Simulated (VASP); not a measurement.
# Rh: single point with LDA

Crystal: Rh.

```
CELL_PARAMETERS angstrom
2.09155 0.00000 0.00000
0.00000 2.09155 0.00000
0.00000 0.00000 2.09155
ATOMIC_POSITIONS crystal
Rh 0.00000 0.00000 0.00000
```

This cell differs from its parent crystal: volume scaled by 0.6.

| Item | Value |
| --- | --- |
| Program | VASP 6.6.1 |
| Task | single point |
| Functional | LDA |
| Potentials or basis | VASP PAW LDA potentials, release 64 (Rh_pv) |
| Cutoff | 520 eV |
| k mesh | 17 × 17 × 17 |
| Occupations | fermi-dirac, width 0.08 eV |
| Spin | no spin polarisation |

```json
{
  "Pressure": "411.8 GPa"
}
```

Levels at points of the mesh, in eV from the Fermi level:
```tsv
k point	band 5	band 6	band 7	band 8	band 9	band 10	band 11	band 12
(0.00, 0.00, 0.00)	-11.34	-11.00	1.98	1.98	1.98	19.70	21.01	21.01
```

It took 9.8 s on 1 thread of Intel Xeon 8259CL, with other jobs on the host, peak memory 0.12 GiB.
